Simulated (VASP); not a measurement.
A run of VASP 6.6.1:

Contents of INCAR:

```
ALGO = Normal
EDIFF = 1E-6
ENCUT = 520
GGA = PE
ISIF = 2
ISMEAR = 0
LASPH = True
LCHARG = False
LREAL = False
LWAVE = False
NBANDS = 12
NELM = 80
PREC = Accurate
SIGMA = 0.012
```

Contents of KPOINTS:

```
k-points
0
Gamma
  11 11 11
```

File POSCAR:

```
Ag
1.0
    0.0000000000      2.0427500000      2.0427500000
    2.0427500000      0.0000000000      2.0427500000
    2.0427500000      2.0427500000      0.0000000000
Ag
1
Direct
    0.0000000000      0.0000000000      0.0000000000
```

Potentials or basis: VASP PAW PBE potentials, release 64 (Ag).

Command:

```console
$ cat potpaw_PBE.64/Ag/POTCAR > POTCAR
$ mpirun -np 1 vasp_std > vasp.out
```

Hardware: 1 thread of Intel Xeon 6975P-C (shared host).

Task: Estimate the wall time of this run.

Result: It took 5.4 s on 1 thread of Intel Xeon 6975P-C, on a shared host, peak memory 0.14 GiB. Counts: scf iterations 11, k points 56.
